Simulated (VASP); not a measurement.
# GePt (Pm-3m) in VASP: a series of runs

The runs below take GePt through single point, relaxation of cell and atoms, with PBE.

Program: VASP 6.6.1. These are calculated values, not measurements. Logs are shortened: lines on timing, memory, paths and dates and some standing lists are left out, and cuts for length are marked.

**1. The cell of the first run**

It takes space group Pm-3m (No. 221, cubic). The conventional cell has a = 3.191 Å, b = 3.191 Å, c = 3.191 Å, α = 90.00°, β = 90.00°, γ = 90.00°. Ge (site symmetry m-3m) has 8 Pt at 2.76 Å and 6 Ge at 3.19 Å within 3.6 Å. Within 3.6 Å of Pt (site symmetry m-3m) lie 8 Ge at 2.76 Å and 6 Pt at 3.19 Å.

**2. Single point, PBE**

The input, INCAR:

```
SYSTEM = GePt
ALGO = Normal
EDIFF = 1E-6
ENCUT = 520
GGA = PE
ISIF = 2
ISMEAR = 0
LASPH = .True.
LCHARG = .False.
LREAL = .False.
LWAVE = .False.
NBANDS = 19
NELM = 100
PREC = Accurate
SIGMA = 0.1
```

The input, KPOINTS:

```
k-points
0
Gamma
  18 18 18
  0 0 0
```

The input, POSCAR:

```
GePt
1.0
    3.1905644341      0.0000000000      0.0000000000
    0.0000000000      3.1905644341      0.0000000000
    0.0000000000      0.0000000000      3.1905644341
Ge Pt
1 1
Direct
    0.0000000000      0.0000000000      0.0000000000
    0.5000000000      0.5000000000      0.5000000000
```

Potentials or basis: VASP PAW PBE potentials, release 64 (Ge_d, Pt).

On the command line:

```
> cat potpaw_PBE.64/Ge_d/POTCAR potpaw_PBE.64/Pt/POTCAR > POTCAR
> mpirun -np 1 vasp_std > vasp.out
```

OUTCAR:

```text
SYSTEM = GePt
   EDIFF = 1E-6
   ENCUT = 520
   GGA = PE
   ISIF = 2
   ISMEAR = 0
   LASPH = .True.
   LREAL = .False.
   NELM = 100
   PREC = Accurate

 ion  position               nearest neighbor table
   1  0.000  0.000  0.000-   2 2.76   2 2.76   2 2.76   2 2.76   2 2.76   2 2.76   2 2.76   2 2.76

   2  0.500  0.500  0.500-   1 2.76   1 2.76   1 2.76   1 2.76   1 2.76   1 2.76   1 2.76   1 2.76

  LATTYP: Found a simple cubic cell.
 ALAT       =     3.1905644341

  Lattice vectors:

 A1 = (   3.1905644341,   0.0000000000,   0.0000000000)
 A2 = (   0.0000000000,   3.1905644341,   0.0000000000)
 A3 = (   0.0000000000,   0.0000000000,   3.1905644341)

Analysis of symmetry for initial positions (statically):
=====================================================================
 Subroutine PRICEL returns:
 Original cell was already a primitive cell.

 Routine SETGRP: Setting up the symmetry group for a
 simple cubic supercell.

 Subroutine GETGRP returns: Found 48 space group operations
 (whereof 48 operations were pure point group operations)
 out of a pool of 48 trial point group operations.

The static configuration has the point symmetry O_h .

Analysis of symmetry for dynamics (positions and initial velocities):
=====================================================================
 Subroutine PRICEL returns:
 Original cell was already a primitive cell.

 Routine SETGRP: Setting up the symmetry group for a
 simple cubic supercell.

 Subroutine GETGRP returns: Found 48 space group operations
 (whereof 48 operations were pure point group operations)
 out of a pool of 48 trial point group operations.

The dynamic configuration has the point symmetry O_h .

 Subroutine INISYM returns: Found 48 space group operations
 (whereof 48 operations are pure point group operations),
 and found     1 'primitive' translations

----------------------------------------------------------------------------------------

                                     Primitive cell

  volume of cell :      32.4790

  direct lattice vectors                    reciprocal lattice vectors
     3.190564434  0.000000000  0.000000000     0.313424167  0.000000000  0.000000000
     0.000000000  3.190564434  0.000000000     0.000000000  0.313424167  0.000000000
     0.000000000  0.000000000  3.190564434     0.000000000  0.000000000  0.313424167

  length of vectors
     3.190564434  3.190564434  3.190564434     0.313424167  0.313424167  0.313424167

  position of ions in fractional coordinates (direct lattice)
     0.000000000  0.000000000  0.000000000
     0.500000000  0.500000000  0.500000000

  ion indices of the primitive-cell ions
   primitive index   ion index
                 1           1
                 2           2

----------------------------------------------------------------------------------------

 KPOINTS: k-points

Automatic generation of k-mesh.
 Grid dimensions read from file:
 generate k-points for:   18   18   18

 Generating k-lattice:

  Cartesian coordinates                     Fractional coordinates (reciprocal lattice)
     0.017412454  0.000000000  0.000000000     0.055555556  0.000000000  0.000000000
     0.000000000  0.017412454  0.000000000     0.000000000  0.055555556  0.000000000
     0.000000000  0.000000000  0.017412454     0.000000000  0.000000000  0.055555556

  Length of vectors
     0.017412454  0.017412454  0.017412454

  Shift w.r.t. Gamma in fractional coordinates (k-lattice)
     0.000000000  0.000000000  0.000000000

 Subroutine IBZKPT returns following result:
 ===========================================

 Found    220 irreducible k-points:

 Following reciprocal coordinates:
            Coordinates               Weight
  0.000000  0.000000  0.000000      1.000000
  0.055556  0.000000  0.000000      6.000000
  0.111111  0.000000  0.000000      6.000000
  0.166667  0.000000  0.000000      6.000000
  0.222222  0.000000  0.000000      6.000000
  0.277778  0.000000  0.000000      6.000000
[... 16 lines left out ...]
  0.277778  0.111111  0.000000     24.000000
  0.333333  0.111111  0.000000     24.000000
 [... further k-points ...]
   k-points           NKPTS =    220   k-points in BZ     NKDIM =    220   number of bands    NBANDS=     19
   number of dos      NEDOS =    301   number of ions     NIONS =      2
   total plane-waves  NPLWV =  13824
   dimension x,y,z NGX =    24 NGY =   24 NGZ =   24
   dimension x,y,z NGXF=    48 NGYF=   48 NGZF=   48
   ions per type =               1   1
   NGX,Y,Z   is equivalent  to a cutoff of  12.51, 12.51, 12.51 a.u.
   NGXF,Y,Z  is equivalent  to a cutoff of  25.01, 25.01, 25.01 a.u.
 SYSTEM =  GePt
   PREC   = accura    normal or accurate (medium, high low for compatibility)
   ISTART =      0    job   : 0-new  1-cont  2-samecut
   ICHARG =      2    charge: 1-file 2-atom 10-const
   ISPIN  =      1    spin polarized calculation?
   LNONCOLLINEAR =      F non collinear calculations
   LSORBIT =      F    spin-orbit coupling
   LASPH  =      T    aspherical Exc in radial PAW
   ENCUT  =  520.0 eV  38.22 Ry    6.18 a.u.   5.93  5.93  5.93*2*pi/ulx,y,z
   NELM   =    100;   NELMIN=  2; NELMDL= -5     # of ELM steps
   EDIFF  = 0.1E-05   stopping-criterion for ELM
   LREAL  =      F    real-space projection
   EDIFFG = 0.1E-04   stopping-criterion for IOM
   NSW    =      0    number of steps for IOM
   IBRION =     -1    ionic relax: 0-MD 1-quasi-New 2-CG
   NFREE  =      0    steps in history (QN), initial steepest desc. (CG)
   ISIF   =      2    stress and relaxation
   ISYM   =      2    0-nonsym 1-usesym 2-fastsym
   POTIM  = 0.5000    time-step for ionic-motion
   TEBEG  =    0.0;   TEEND  =   0.0 temperature during run
   PSTRESS=    0.0 pullay stress
   NELECT =      24.0000    total number of electrons
   NUPDOWN=      -1.0000    fix difference up-down
   EMIN   =  10.00;   EMAX   =-10.00  energy-range for DOS
   EFERMI =   0.00;   METHOD = LEGACY
   ISMEAR =     0;   SIGMA  =   0.10  broadening in eV -4-tet -1-fermi 0-gaus
   EFERMI_NEDOS =   21; number of points for ismear=-14 and -15
   IALGO  =     38    algorithm
   IMIX   =      4    mixing-type and parameters
     AMIX     =   0.40;   BMIX     =  1.00
     AMIX_MAG =   1.60;   BMIX_MAG =  1.00
  volume/ion in A,a.u.               =      16.24       109.59
  Fermi-wavevector in a.u.,A,eV,Ry     =   1.480055  2.796898 29.804399  2.190561
  Thomas-Fermi vector in A             =   2.594136
   LORBIT       =      0    0 simple, 1 ext, 2 COOP (PROOUT), +10 PAW based schemes
   GGA     = PE    functional components
   LHFCALC =     F    Hartree Fock is set to
   AEXX    =    0.0000 exact exchange contribution
   IVDW    =     0    specifies the selected vdW correction
   LEPSILON=     F    determine dielectric tensor
   LRPA    =     F    only Hartree local field effects (RPA)
 non-spin polarized calculation
 Gauss-broadening in eV      SIGMA  =   0.10
  energy-cutoff  :      520.00
  volume of cell :       32.48
 maximum number of plane-waves:       912
 NGX is ok and might be reduce to    24
   NGX = 11   NGY = 11   NGZ = 11

 number of electron      23.9999992 magnetization

 Free energy of the ion-electron system (eV)
  ---------------------------------------------------
  ext. energy  EPLUGINS =         0.00000000
  ---------------------------------------------------
  free energy    TOTEN  =       -10.85794797 eV

  energy without entropy =      -10.85342915  energy(sigma->0) =      -10.85568856

 E-fermi :   9.4297     XC(G=0): -12.5471

 val. band max:        9.4173690548   @ k =   0.5000   0.3889   0.1111
 cond. band min:       9.4317140332   @ k =   0.2778   0.2778   0.1667
 fundamental gap:      0.0143449784
 Fermi energy:         9.4296570569

 k-point     1 :       0.0000    0.0000    0.0000
  band No.  band energies     occupation
      1     -15.5000      2.00000
      2     -15.5000      2.00000
      3     -15.4512      2.00000
      4     -15.4512      2.00000
      5     -15.4512      2.00000
      6      -3.2996      2.00000
[... 11 lines left out ...]
     18      26.5154      0.00000
     19      26.5154      0.00000

 k-point     2 :       0.0556    0.0000    0.0000
  band No.  band energies     occupation
      1     -15.4998      2.00000
      2     -15.4984      2.00000
      3     -15.4516      2.00000
      4     -15.4516      2.00000
      5     -15.4511      2.00000
      6      -3.2500      2.00000
[... 11 lines left out ...]
     18      26.4445      0.00000
     19      26.4666      0.00000

 k-point     3 :       0.1111    0.0000    0.0000
  band No.  band energies     occupation
      1     -15.4995      2.00000
      2     -15.4938      2.00000
      3     -15.4528      2.00000
      4     -15.4528      2.00000
      5     -15.4509      2.00000
      6      -3.1020      2.00000
[... 11 lines left out ...]
     18      25.8125      0.00000
     19      25.8125      0.00000

 k-point     4 :       0.1667    0.0000    0.0000
  band No.  band energies     occupation
      1     -15.4989      2.00000
      2     -15.4869      2.00000
      3     -15.4546      2.00000
      4     -15.4546      2.00000
      5     -15.4504      2.00000
      6      -2.8576      2.00000
[... 11 lines left out ...]
     18      24.6584      0.00000
     19      24.6584      0.00000

 k-point     5 :       0.2222    0.0000    0.0000
  band No.  band energies     occupation
      1     -15.4981      2.00000
      2     -15.4783      2.00000
      3     -15.4567      2.00000
      4     -15.4567      2.00000
      5     -15.4499      2.00000
      6      -2.5208      2.00000
[... 11 lines left out ...]
     18      23.4203      0.00000
     19      23.4203      0.00000
[... 334 lines left out ...]
      2     -15.4843      2.00000
      3     -15.4565      2.00000
      4     -15.4547      2.00000
      5     -15.4519      2.00000
      6      -2.6684      2.00000
[... 11 lines left out ...]
     18      22.6345      0.00000
     19      24.4704      0.00000

 k-point    22 :       0.2222    0.1111    0.0000
  band No.  band energies     occupation
      1     -15.4939      2.00000
      2     -15.4761      2.00000
      3     -15.4590      2.00000
      4     -15.4569      2.00000
      5     -15.4516      2.00000
      6      -2.3391      2.00000
[... 11 lines left out ...]
     18      22.3497      0.00000
     19      23.3106      0.00000

 k-point    23 :       0.2778    0.1111    0.0000
  band No.  band energies     occupation
      1     -15.4931      2.00000
      2     -15.4671      2.00000
      3     -15.4616      2.00000
      4     -15.4593      2.00000
      5     -15.4513      2.00000
      6      -1.9271      2.00000
[... 11 lines left out ...]
     18      22.1890      0.00000
     19      23.3162      0.00000

 k-point    24 :       0.3333    0.1111    0.0000
  band No.  band energies     occupation
      1     -15.4924      2.00000
      2     -15.4640      2.00000
      3     -15.4615      2.00000
      4     -15.4586      2.00000
      5     -15.4510      2.00000
      6      -1.4450      2.00000
[... 11 lines left out ...]
     18      21.1442      0.00000
     19      22.9033      0.00000

 [... further k-points ...]
[... 5 lines left out ...]
  --------------------------------------------------------------------------------------
  -------------------------------------------------------------------------------------
  Total       -0.0037575     -0.0037575     -0.0037575     -0.0000000     -0.0000000      0.0000000
  in kB       -0.1853559     -0.1853559     -0.1853559     -0.0000000     -0.0000000      0.0000000
  external PRESSURE =      -0.1853559 kB  Pullay stress =       0.0000000 kB

 VOLUME and BASIS-vectors are now :
 -----------------------------------------------------------------------------
  energy-cutoff  :      520.00
  volume of cell :       32.48
      direct lattice vectors                 reciprocal lattice vectors
     3.190564434  0.000000000  0.000000000     0.313424167  0.000000000  0.000000000
     0.000000000  3.190564434  0.000000000     0.000000000  0.313424167  0.000000000
     0.000000000  0.000000000  3.190564434     0.000000000  0.000000000  0.313424167

 POSITION                                       TOTAL-FORCE (eV/Angst)
 -----------------------------------------------------------------------------------
      0.00000      0.00000      0.00000         0.000000      0.000000      0.000000
      1.59528      1.59528      1.59528         0.000000      0.000000      0.000000
 -----------------------------------------------------------------------------------
    total drift:                                0.000000      0.000000     -0.000000

  FREE ENERGIE OF THE ION-ELECTRON SYSTEM (eV)
  ---------------------------------------------------
  free  energy   TOTEN  =       -10.8579479668 eV

  energy  without entropy=      -10.8534291500  energy(sigma->0) =      -10.85568856
```

Wall time 46 s (1 thread of AMD EPYC 9R45 (Zen 5), shared host); peak memory 0.22 GiB.

Results:

| Quantity | Value |
| --- | --- |
| Free energy | -10.8579 eV |
| Pressure | 0.0 GPa |
| Band gap on the k mesh | zero (band 12 reaches 11.96 eV, above the bottom of band 13 at 8.33 eV) |

Caveat: spin-orbit coupling is left out, which moves the levels of the heavy elements.

**3. Relaxation of cell and atoms, PBE**

This run uses another cell than the first one, of 16.29 Å³/atom, 1.003 times its volume.

The input, INCAR:

```
PREC     = Accurate       # precision mode
ENCUT    = 600            # plane-wave cutoff, eV
EDIFF    = 1E-7           # SCF threshold, eV
ISMEAR   = 0              # smearing method
SIGMA    = 0.1            # smearing width, eV
LREAL    = False          # projectors in reciprocal space
LASPH    = True           # aspherical terms in the spheres
NELM     = 60             # most SCF steps
ALGO     = Normal         # electronic algorithm
ISIF     = 3              # what is computed and relaxed
LWAVE    = False          # write WAVECAR
LCHARG   = False          # write CHGCAR
GGA      = PE             # functional
IBRION   = 2              # ionic algorithm
NSW      = 100            # ionic steps
EDIFFG   = -0.01          # ionic threshold
```

The input, KPOINTS:

```
Automatic mesh
0
Gamma
  18 18 18
```

The input, POSCAR:

```
GePt
1.0
    3.1941089516      0.0000000000      0.0000000000
    0.0000000000      3.1941089516      0.0000000000
    0.0000000000      0.0000000000      3.1941089516
Ge Pt
1 1
Direct
    0.0000000000      0.0000000000      0.0000000000
    0.5000000000      0.5000000000      0.5000000000
```

Potentials or basis: VASP PAW PBE potentials, release 64 (Ge_d, Pt).

On the command line:

```
> cat potpaw_PBE.64/Ge_d/POTCAR potpaw_PBE.64/Pt/POTCAR > POTCAR
> mpirun -np 1 vasp_std > vasp.out
```

OUTCAR:

```text
PREC = Accurate
   ENCUT = 600
   EDIFF = 1E-7
   ISMEAR = 0
   LREAL = False
   LASPH = True
   NELM = 60
   ISIF = 3
   GGA = PE
   IBRION = 2
   NSW = 100
   EDIFFG = -0.01

 ion  position               nearest neighbor table
   1  0.000  0.000  0.000-   2 2.77   2 2.77   2 2.77   2 2.77   2 2.77   2 2.77   2 2.77   2 2.77

   2  0.500  0.500  0.500-   1 2.77   1 2.77   1 2.77   1 2.77   1 2.77   1 2.77   1 2.77   1 2.77

  LATTYP: Found a simple cubic cell.
 ALAT       =     3.1941089516

  Lattice vectors:

 A1 = (   3.1941089516,   0.0000000000,   0.0000000000)
 A2 = (   0.0000000000,   3.1941089516,   0.0000000000)
 A3 = (   0.0000000000,   0.0000000000,   3.1941089516)

Analysis of symmetry for initial positions (statically):
[... 249 lines left out ...]
 Free energy of the ion-electron system (eV)
  ---------------------------------------------------
  ext. energy  EPLUGINS =         0.00000000
  ---------------------------------------------------
  free energy    TOTEN  =       -10.85796377 eV

  energy without entropy =      -10.85344585  energy(sigma->0) =      -10.85570481

 E-fermi :   9.4222     XC(G=0): -12.5447

 val. band max:        9.4094805854   @ k =   0.5000   0.3889   0.1111
 cond. band min:       9.4239063350   @ k =   0.2778   0.2778   0.1667
 fundamental gap:      0.0144257496
 Fermi energy:         9.4222422812

 k-point     1 :       0.0000    0.0000    0.0000
  band No.  band energies     occupation
      1     -15.5061      2.00000
      2     -15.5061      2.00000
      3     -15.4575      2.00000
      4     -15.4575      2.00000
      5     -15.4575      2.00000
      6      -3.3020      2.00000
[... 433 lines left out ...]
      3     -15.4677      2.00000
      4     -15.4648      2.00000
      5     -15.4572      2.00000
      6      -1.4483      2.00000
[... 8 lines left out ...]
     15      17.0422      0.00000
     16      18.9014      0.00000

 [... further k-points ...]
[... 5 lines left out ...]
  --------------------------------------------------------------------------------------
  -------------------------------------------------------------------------------------
  Total       -0.0043999     -0.0043999     -0.0043999      0.0000000     -0.0000000      0.0000000
  in kB       -0.2169523     -0.2169523     -0.2169523      0.0000000     -0.0000000      0.0000000
  external PRESSURE =      -0.2169523 kB  Pullay stress =       0.0000000 kB
[... 17 lines left out ...]
  FREE ENERGIE OF THE ION-ELECTRON SYSTEM (eV)
  ---------------------------------------------------
  free  energy   TOTEN  =       -10.8579637731 eV

  energy  without entropy=      -10.8534458543  energy(sigma->0) =      -10.85570481

 reached required accuracy - stopping structural energy minimisation
```

It took 1.8 min on 1 thread of Intel Xeon 6975P-C (Granite Rapids), shared host; peak memory 0.29 GiB.

What came out:

| Item | Value |
| --- | --- |
| Free energy | -10.8580 eV |
| Relaxed volume | 16.25 Å³/atom |
| Relaxed cell | a = 3.191 Å, b = 3.191 Å, c = 3.191 Å, α = 90.00°, β = 90.00°, γ = 90.00° |
| Space group after relaxing (to 0.05 Å) | Pm-3m (No. 221) |
| Energy gained by relaxing | 0.1 meV/atom |
| Ionic steps | 3 |
| Pressure after relaxing | 0.0 GPa |
| Band gap on the k mesh | zero (band 12 reaches 11.96 eV, above the bottom of band 13 at 8.32 eV) |

The path:
```
step  energy change (eV)  largest force (eV/Å)  pressure (GPa)  volume (Å³)
   1              0.0000                0.0000           -0.43        32.59
   2              0.0001                0.0000            0.51        32.38
   3             -0.0001                0.0000           -0.02        32.49
```

Final structure:
```yaml
crystal:
  lattice:
    - [3.19103, 0.00000, 0.00000]
    - [0.00000, 3.19103, 0.00000]
    - [0.00000, 0.00000, 3.19103]
  atoms:
    - { symbol: Ge, position: [0.00000, 0.00000, 0.00000] }
    - { symbol: Pt, position: [0.50000, 0.50000, 0.50000] }
```

Levels at points of the mesh, in eV from the Fermi level:
```csv
k point,band 8,band 9,band 10,band 11,band 12,band 13,band 14,band 15,band 16
"(0.00, 0.00, 0.00)",-4.69,-2.21,-2.21,-2.21,1.86,1.86,1.86,4.40,9.96
"(0.50, 0.00, 0.00)",-4.29,-3.78,-3.78,-2.12,-0.94,6.65,6.65,7.54,7.89
"(0.50, 0.50, 0.00)",-3.91,-3.91,-3.06,-3.06,-1.21,-0.04,1.07,5.00,11.11
"(0.50, 0.50, 0.50)",-6.20,-5.41,-1.15,-1.15,2.53,2.53,2.53,4.08,4.08
```

Caveat: spin-orbit coupling is left out, which moves the levels of the heavy elements.
